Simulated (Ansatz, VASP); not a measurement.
Rh in VASP and in Ansatz

```
Rh
1.0
     0.00000    1.91354    1.91354
     1.91354    0.00000    1.91354
     1.91354    1.91354    0.00000
Rh
1
Direct
  0.00000 0.00000 0.00000
```

Alike in both runs: task single point; functional PBE; k mesh 13 × 13 × 13; no spin polarisation.

|  | VASP | Ansatz |
| --- | --- | --- |
| version | VASP 6.6.1 | Ansatz 0.2.0 |
| potentials or method | VASP PAW PBE potentials, release 64 (Rh_pv), cutoff 500 eV | plane waves, PAW |
| occupations | methfessel-paxton of order 1, width 0.05 eV | cold, width 0.05 eV |
| valence electrons in the cell | 15 | 17 |

```csv
,VASP,Ansatz,Ansatz less VASP
pressure (GPa),0.8,0.5,-0.24
```

VASP's potentials hold 15 valence electrons a cell and Ansatz's 17, so a difference there can come from the potentials and not from the codes.
